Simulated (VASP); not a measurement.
# BN (P1) in VASP: further runs

BN is run at these levels: PBE, r2SCAN; tasks: single point.

Everything below comes from runs of VASP 6.6.1. Logs are shortened: lines on timing, memory, paths and dates and some standing lists are left out, and cuts for length are marked.

## Step 1: The cell of the first run

The typed cell holds 4 atoms: a = 2.555 Å, b = 2.555 Å, c = 4.225 Å, α = 90.00°, β = 90.00°, γ = 120.00°.

## Step 2: Single point, PBE

Input file INCAR:

```
SYSTEM = BN
ALGO     = Normal         ! electronic algorithm
EDIFF    = 1E-6           ! SCF threshold, eV
ENCUT    = 600            ! plane-wave cutoff, eV
GGA      = PE             ! functional
GGA_COMPAT= .False.      
ISIF     = 2              ! what is computed and relaxed
ISMEAR   = 1              ! smearing method
LASPH    = .True.         ! aspherical terms in the spheres
LCHARG   = .False.        ! write CHGCAR
LREAL    = .False.        ! projectors in reciprocal space
LWAVE    = .False.        ! write WAVECAR
NBANDS   = 16             ! bands
NELM     = 120            ! most SCF steps
PREC     = Accurate       ! precision mode
SIGMA    = 0.05           ! smearing width, eV
```

Input file KPOINTS:

```
k-points
0
Gamma
  12 12 6
  0 0 0
```

Input file POSCAR:

```
BN
1.0
    2.5545800960      0.0000000000      0.0000000000
   -1.2772900480      2.2123312591      0.0000000000
    0.0000000000      0.0000000000      4.2245145352
B N
2 2
Direct
    0.6666666667      0.3333333333      0.9998058547
    0.3333333333      0.6666666667      0.4998058547
    0.5785895692      0.3333333333      0.5719335876
    0.3333333333      0.6666666667      0.1251941453
```

Potentials or basis: VASP PAW PBE potentials, release 64 (B, N).

Run with:

```sh
cat potpaw_PBE.64/B/POTCAR potpaw_PBE.64/N/POTCAR > POTCAR
mpirun -np 1 vasp_std > vasp.out
```

OUTCAR:

```text
SYSTEM = BN
   EDIFF = 1E-6
   ENCUT = 600
   GGA = PE
   ISIF = 2
   ISMEAR = 1
   LASPH = .True.
   LREAL = .False.
   NELM = 120
   PREC = Accurate

 ion  position               nearest neighbor table
   1  0.667  0.333  1.000-   4 1.57   4 1.57   4 1.57   3 1.82
   2  0.333  0.667  0.500-   3 1.32   3 1.52   4 1.58   3 1.70
   3  0.579  0.333  0.572-   2 1.32   2 1.52   2 1.70   1 1.82
   4  0.333  0.667  0.125-   1 1.57   1 1.57   1 1.57   2 1.58

  LATTYP: Found a hexagonal cell.
 ALAT       =     2.5545800960
 C/A-ratio  =     1.6537021258

  Lattice vectors:

 A1 = (   2.5545800960,   0.0000000000,   0.0000000000)
 A2 = (  -1.2772900480,   2.2123312591,   0.0000000000)
 A3 = (   0.0000000000,   0.0000000000,   4.2245145352)

Analysis of symmetry for initial positions (statically):
=====================================================================
 Subroutine PRICEL returns:
 Original cell was already a primitive cell.

 Routine SETGRP: Setting up the symmetry group for a
 hexagonal supercell.

 Subroutine GETGRP returns: Found  1 space group operations
 (whereof  1 operations were pure point group operations)
 out of a pool of 24 trial point group operations.

The static configuration has the point symmetry C_1 .

Analysis of symmetry for dynamics (positions and initial velocities):
=====================================================================
 Subroutine PRICEL returns:
 Original cell was already a primitive cell.

 Routine SETGRP: Setting up the symmetry group for a
 hexagonal supercell.

 Subroutine GETGRP returns: Found  1 space group operations
 (whereof  1 operations were pure point group operations)
 out of a pool of 24 trial point group operations.

The dynamic configuration has the point symmetry C_1 .

 Subroutine INISYM returns: Found  1 space group operations
 (whereof  1 operations are pure point group operations),
 and found     1 'primitive' translations

----------------------------------------------------------------------------------------

                                     Primitive cell

  volume of cell :      23.8752

  direct lattice vectors                    reciprocal lattice vectors
[... 89 lines left out ...]
   ENCUT  =  600.0 eV  44.10 Ry    6.64 a.u.   5.10  5.10  8.44*2*pi/ulx,y,z
   NELM   =    120;   NELMIN=  2; NELMDL= -5     # of ELM steps
   EDIFF  = 0.1E-05   stopping-criterion for ELM
   LREAL  =      F    real-space projection
   EDIFFG = 0.1E-04   stopping-criterion for IOM
   NSW    =      0    number of steps for IOM
   IBRION =     -1    ionic relax: 0-MD 1-quasi-New 2-CG
   NFREE  =      0    steps in history (QN), initial steepest desc. (CG)
   ISIF   =      2    stress and relaxation
   ISYM   =      2    0-nonsym 1-usesym 2-fastsym
   POTIM  = 0.5000    time-step for ionic-motion
   TEBEG  =    0.0;   TEEND  =   0.0 temperature during run
   PSTRESS=    0.0 pullay stress
   NELECT =      16.0000    total number of electrons
   NUPDOWN=      -1.0000    fix difference up-down
   EMIN   =  10.00;   EMAX   =-10.00  energy-range for DOS
   EFERMI =   0.00;   METHOD = LEGACY
   ISMEAR =     1;   SIGMA  =   0.05  broadening in eV -4-tet -1-fermi 0-gaus
   EFERMI_NEDOS =   21; number of points for ismear=-14 and -15
   IALGO  =     38    algorithm
   IMIX   =      4    mixing-type and parameters
     AMIX     =   0.40;   BMIX     =  1.00
     AMIX_MAG =   1.60;   BMIX_MAG =  1.00
  volume/ion in A,a.u.               =       5.97        40.28
  Fermi-wavevector in a.u.,A,eV,Ry     =   1.432625  2.707270 27.924811  2.052416
  Thomas-Fermi vector in A             =   2.552232
   LORBIT       =      0    0 simple, 1 ext, 2 COOP (PROOUT), +10 PAW based schemes
   GGA     = PE    functional components
   LHFCALC =     F    Hartree Fock is set to
   AEXX    =    0.0000 exact exchange contribution
   IVDW    =     0    specifies the selected vdW correction
   LEPSILON=     F    determine dielectric tensor
   LRPA    =     F    only Hartree local field effects (RPA)
 non-spin polarized calculation
 Methfessel and Paxton  Order N= 1 SIGMA  =   0.05
  energy-cutoff  :      600.00
  volume of cell :       23.88
 maximum number of plane-waves:       807
   NGX = 11   NGY = 11   NGZ = 17

 number of electron      16.0000001 magnetization

 Free energy of the ion-electron system (eV)
  ---------------------------------------------------
  ext. energy  EPLUGINS =         0.00000000
  ---------------------------------------------------
  free energy    TOTEN  =       -33.13244339 eV

  energy without entropy =      -33.13244689  energy(sigma->0) =      -33.13244456

 E-fermi :   8.3117     XC(G=0): -12.7520

 val. band max:        8.2697643742   @ k =   0.0000   0.0000   0.0000
 cond. band min:      12.5046885580   @ k =   0.5000   0.0000   0.3333
 fundamental gap:      4.2349241838
 Fermi energy:         8.3117359144

 k-point     1 :       0.0000    0.0000    0.0000
  band No.  band energies     occupation
      1     -13.0241      2.00000
      2      -8.7231      2.00000
      3      -3.1983      2.00000
      4       3.1444      2.00000
      5       5.9655      2.00000
      6       6.7391      2.00000
[... 433 lines left out ...]
      3      -2.1123      2.00000
      4       0.7692      2.00000
      5       3.3754      2.00000
      6       4.4598      2.00000
[... 8 lines left out ...]
     15      21.9154      0.00000
     16      24.6852      0.00000

 [... further k-points ...]

------------------------ aborting loop because EDIFF is reached ----------------------------------------

  FORCE on cell =-STRESS in cart. coord.  units (eV):
  Direction    XX          YY          ZZ          XY          YZ          ZX
  --------------------------------------------------------------------------------------
  -------------------------------------------------------------------------------------
  Total        3.8318663      2.3556293      2.6623146     -3.0032716     -0.7814474      0.9565195
  in kB      257.1428415    158.0778594    178.6584142   -201.5388193    -52.4401400     64.1886025
  external PRESSURE =     197.9597050 kB  Pullay stress =       0.0000000 kB

 VOLUME and BASIS-vectors are now :
 -----------------------------------------------------------------------------
  energy-cutoff  :      600.00
  volume of cell :       23.88
      direct lattice vectors                 reciprocal lattice vectors
     2.554580096  0.000000000  0.000000000     0.391453766  0.226005937  0.000000000
    -1.277290048  2.212331259  0.000000000     0.000000000  0.452011875  0.000000000
     0.000000000  0.000000000  4.224514535     0.000000000  0.000000000  0.236713590

 POSITION                                       TOTAL-FORCE (eV/Angst)
 -----------------------------------------------------------------------------------
      1.27729      0.73744      4.22369        -0.834220      0.050882     -0.283725
     -0.00000      1.47489      2.11144        -7.085398      2.823874     -3.897301
      1.05229      0.73744      2.41614         8.252844     -2.947700      7.541980
     -0.00000      1.47489      0.52888        -0.333225      0.072944     -3.360953
 -----------------------------------------------------------------------------------
    total drift:                                0.000101      0.000204      0.000139

  FREE ENERGIE OF THE ION-ELECTRON SYSTEM (eV)
  ---------------------------------------------------
  free  energy   TOTEN  =       -33.1324433949 eV

  energy  without entropy=      -33.1324468926  energy(sigma->0) =      -33.13244456
```

OSZICAR:

```text
N       E                     dE             d eps       ncg     rms          rms(c)
DAV:   1     0.500548558901E+02    0.50055E+02   -0.91039E+03 14000   0.109E+03
DAV:   2    -0.327431106176E+02   -0.82798E+02   -0.76702E+02 19384   0.264E+02
DAV:   3    -0.355249454575E+02   -0.27818E+01   -0.27722E+01 17168   0.452E+01
DAV:   4    -0.355325999595E+02   -0.76545E-02   -0.76535E-02 16888   0.260E+00
DAV:   5    -0.355326234185E+02   -0.23459E-04   -0.23459E-04 17272   0.135E-01    0.103E+01
DAV:   6    -0.333049369368E+02    0.22277E+01   -0.28922E+00 19192   0.167E+01    0.469E+00
DAV:   7    -0.331683650106E+02    0.13657E+00   -0.41056E-01 18264   0.537E+00    0.295E+00
DAV:   8    -0.331325187159E+02    0.35846E-01   -0.66550E-02 18024   0.219E+00    0.336E-01
DAV:   9    -0.331321987372E+02    0.31998E-03   -0.40441E-03 17448   0.714E-01    0.166E-01
DAV:  10    -0.331324092576E+02   -0.21052E-03   -0.60557E-04 17288   0.215E-01    0.351E-02
DAV:  11    -0.331324362900E+02   -0.27032E-04   -0.49780E-05 19128   0.656E-02    0.149E-02
DAV:  12    -0.331324429520E+02   -0.66620E-05   -0.68230E-06 16568   0.240E-02    0.568E-03
DAV:  13    -0.331324433949E+02   -0.44288E-06   -0.41123E-07 11512   0.568E-03
   1 F= -.33132443E+02 E0= -.33132445E+02  d E =0.349773E-05
```

stdout:

```text
POSCAR found type information on POSCAR B N
 POSCAR found :  2 types and       4 ions
 scaLAPACK will be used
 LDA part: xc-table for (Slater+PW92), standard interpolation
 POSCAR, INCAR and KPOINTS ok, starting setup
 FFT: planning ... GRIDC
 FFT: planning ... GRID_SOFT
 FFT: planning ... GRID
 WAVECAR not read
 entering main loop
```

Run time: 87 s. Hardware: 1 thread of Oxide Virtual Turin-like, shared host; peak memory 0.23 GiB.

What came out:

```
Free energy            : -33.1324 eV
Pressure               : 19.8 GPa
Largest force          : 11.562 eV/Å
Band gap on the k mesh : 4.23 eV (least direct gap 6.05 eV)
```

Forces in eV/Å, atoms in the order of the input:
```
B   -0.834  0.051 -0.284
B   -7.085  2.824 -3.897
N    8.253 -2.948  7.542
N   -0.333  0.073 -3.361
```

Caveat: the stress differs along the axes, from 16 to 26 GPa; forces of over 1 eV/Å act on the atoms, so gaps and moduli don't describe the material at rest. A k mesh can miss the band edges.

(Part 1 of 3 ends here.)
